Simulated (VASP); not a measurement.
Input of a VASP 6.6.1 run:

Contents of INCAR:

```
  PREC = Accurate
  ENCUT = 700
  EDIFF = 1E-6
  ISMEAR = -1
  SIGMA = 0.05
  LREAL = False
  LASPH = True
  NELM = 200
  ALGO = Normal
  ISIF = 2
  LWAVE = False
  LCHARG = True
  ISPIN = 2
  MAGMOM = 1 0
  LORBIT = 11
  LMAXMIX = 4
  GGA = B5
  ALDAX = 1.0
  AGGAX = 1.0
  AGGAC = 1.0
  ALDAC = 0.0
  IVDW = 12
  VDW_S6 = 1.0
  VDW_S8 = 2.6996
  VDW_A1 = 0.4298
  VDW_A2 = 4.2359
  LELF = True
  LVHAR = True
  NBANDS = 23
  GGA_COMPAT = False
```

The input KPOINTS:

```
Automatic mesh
0
Gamma
  11 11 11
```

POSCAR

```
NiO
1.0
    0.0000000000      2.0577103256      2.0577103256
    2.0577103256      0.0000000000      2.0577103256
    2.0577103256      2.0577103256      0.0000000000
Ni O
1 1
Direct
    0.0000000000      0.0000000000      0.0000000000
    0.5000000000      0.5000000000      0.5000000000
```

Potentials or basis: VASP PAW PBE potentials, release 64 (Ni_sv_GW, O).

Launch:

```bash
$ cat potpaw_PBE.64/Ni_sv_GW/POTCAR potpaw_PBE.64/O/POTCAR > POTCAR
$ mpirun -np 1 vasp_std > vasp.out
```

(1) What does it give for the net moment?

(2) Estimate the site moments.

(3) Predict the pressure.

Answers

(1) 1.54 μB per cell.

(2) Ni +1.28; O +0.23 μB.

(3) 16.8 GPa.

Caveat: the cell stands under pressure; the PAW data sets were made with another functional, which shifts forces and pressure a little; a cell with one magnetic atom can't hold antiferromagnetic order, which such compounds often take.
